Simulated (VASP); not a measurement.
Wanted: the native input for a VASP 6.6.1 run.

```yaml
Task: single point
Functional: LDA
Potentials_or_basis: VASP PAW LDA potentials, release 64 (Sb)
Cutoff: 520 eV
k_mesh: 10 × 10 × 10
Occupations: gaussian, width 0.02 eV
Spin: no spin polarisation
Dipole_correction: no
Further_INCAR_settings: ALGO = Normal; EDIFF = 1e-06; NBANDS = 8
```

The structure of Sb lies in POSCAR:

```
Sb
1.0
    0.0000000000      2.3712425216      2.3712425216
    2.3712425216      0.0000000000      2.3712425216
    2.3712425216      2.3712425216      0.0000000000
Sb
1
Direct
    0.0000000000      0.0000000000      0.0000000000
```

These files were run (other wordings do the same):

INCAR

```
  PREC = Accurate
  ENCUT = 520
  EDIFF = 1E-6
  ISMEAR = 0
  SIGMA = 0.02
  LREAL = F
  LASPH = T
  NELM = 100
  ALGO = Normal
  ISIF = 2
  LWAVE = F
  LCHARG = F
  GGA = CA
  NBANDS = 8
```

KPOINTS

```
regular mesh
0
Gamma
  10 10 10
```

Potentials or basis: VASP PAW LDA potentials, release 64 (Sb).

Launch:

```sh
$ cat potpaw_LDA.64/Sb/POTCAR > POTCAR
$ mpirun -np 1 vasp_std > vasp.out
```

It gave:

The pressure is -2.1 GPa.

It took 5.7 s on 1 thread of Intel Xeon 6975P-C (shared host), peak memory 0.14 GiB.
